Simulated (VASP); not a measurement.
Here is a VASP 6.6.1 calculation.

File INCAR:

```
ALGO     = Normal         # electronic algorithm
EDIFF    = 1E-6           # SCF threshold, eV
ENCUT    = 520            # plane-wave cutoff, eV
GGA      = PE             # functional
GGA_COMPAT= F            
ISIF     = 2              # what is computed and relaxed
ISMEAR   = -1             # smearing method
LASPH    = T              # aspherical terms in the spheres
LCHARG   = F              # write CHGCAR
LDAU     = T              # DFT+U
LDAUJ    = 0 0          
LDAUL    = 2 -1           # shell
LDAUPRINT= 1            
LDAUTYPE = 2            
LDAUU    = 4 0            # U, eV
LMAXMIX  = 4              # l up to which the mixer works
LREAL    = F              # projectors in reciprocal space
LWAVE    = F              # write WAVECAR
NBANDS   = 87             # bands
NELM     = 200            # most SCF steps
PREC     = Accurate       # precision mode
SIGMA    = 0.0431         # smearing width, eV
```

KPOINTS

```
Automatic mesh
0
Gamma
  2 2 1
  0.5 0.5 0
```

File POSCAR:

```
TiO2
1.0
    2.9388496841     -5.0902369686      0.0000000000
    0.0000000000      0.0000000000     -6.4595938338
    8.8165490522      5.0902369686      0.0000000000
Ti O
6 12
Direct
    0.3363306074      0.7496271630      0.2158711860
    0.6772228324      0.6958708420      0.7626288759
   -0.1127591935      0.3148315594      0.5341493925
    0.4562316847      0.3892628646      0.0022795379
    0.8348634715      1.0731362030      0.2014524889
    0.1631395433      1.0096232314      0.7734278303
    1.1416729697      0.9190152125      0.1506000529
    0.4020796108      0.8121414651      0.7219580388
    0.1133768409      0.4717686713      0.4903125340
    0.5506790459      0.6172676027      0.9089456671
    0.7783798354      0.1908779455      0.3587645969
    0.2682296627      0.2475796530      0.9192718480
    0.7153651271      0.1808480580      0.0599443636
    0.0459536298      0.0850980749      0.6200807319
    0.3173627356      0.4579416409      0.1648437066
    0.6837031379      0.4647925361      0.6377094049
    0.5974613186      0.8847153779      0.2343628987
    0.9372413383      0.8577968124      0.8428803090
```

Potentials or basis: VASP PAW PBE potentials, release 64 (Ti_sv, O).

Launch:

```sh
$ cat potpaw_PBE.64/Ti_sv/POTCAR potpaw_PBE.64/O/POTCAR > POTCAR
$ mpirun -np 1 vasp_std > vasp.out
```

Task: Estimate the pressure.

Result: -2.0 GPa.

Task: Estimate the largest force.

Result: 5.126 eV/Å.

Task: What does it give for the band gap on the k mesh?

Result: 1.80 eV.

Forces on the atoms (eV/Å):
```
Ti   0.946  0.254  2.460
Ti  -2.074 -1.404 -0.120
Ti  -1.143 -2.413 -0.231
Ti   4.169 -0.630  0.901
Ti   1.053 -0.108  0.614
Ti   1.084 -0.927  0.463
O   -0.791  1.979 -1.117
O   -0.272  0.186 -2.134
O   -0.503  0.919  0.202
O    2.132  1.274  1.002
O    0.951 -0.611 -0.808
O   -4.132  0.550  2.983
O   -1.738  0.498 -2.228
O    0.078  0.434 -0.479
O   -0.209 -0.759 -2.165
O    1.664  0.620 -1.365
O   -0.114 -0.139  1.332
O   -1.102  0.278  0.691
```

Caveat: the k points lie up to 0.62 Å⁻¹ apart; the atoms stand as in a frame of molecular dynamics; a shifted mesh leaves out Γ, where band edges can lie; forces of over 1 eV/Å act on the atoms, so gaps and moduli don't describe the material at rest. A k mesh can miss the band edges.
